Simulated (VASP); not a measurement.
The system is AlN.

```
Al N
1.0
     0.00000    2.25042    2.25042
     2.25042    0.00000    2.25042
     2.25042    2.25042    0.00000
Al N
1 1
Direct
  0.00000 0.00000 0.00000
  0.25000 0.25000 0.25000
```

This cell differs from its parent crystal: strain +3.0%.

Base run:

- Program: VASP 6.6.1
- Functional: PBE
- Potentials or basis: VASP PAW PBE potentials, release 64 (Al, N)
- Cutoff: 520 eV
- k mesh: 10 × 10 × 10
- Occupations: fermi-dirac, width 0.02 eV
- Spin: no spin polarisation

Its results: band gap on the k mesh 3.27 eV, indirect (least direct gap 3.42 eV); pressure -11.4 GPa.

Task: The run is repeated on the same cell with these changes: functional from PBE to r2SCAN; occupations from fermi-dirac, width 0.02 eV to gaussian, width 0.01 eV. What comes out?

Result: Band gap on the k mesh 3.86 eV, indirect (least direct gap 4.08 eV); pressure -16.1 GPa.

Caveats: the PAW data sets were made with another functional, which shifts forces and pressure a little (some runs).

A k mesh can miss the band edges.
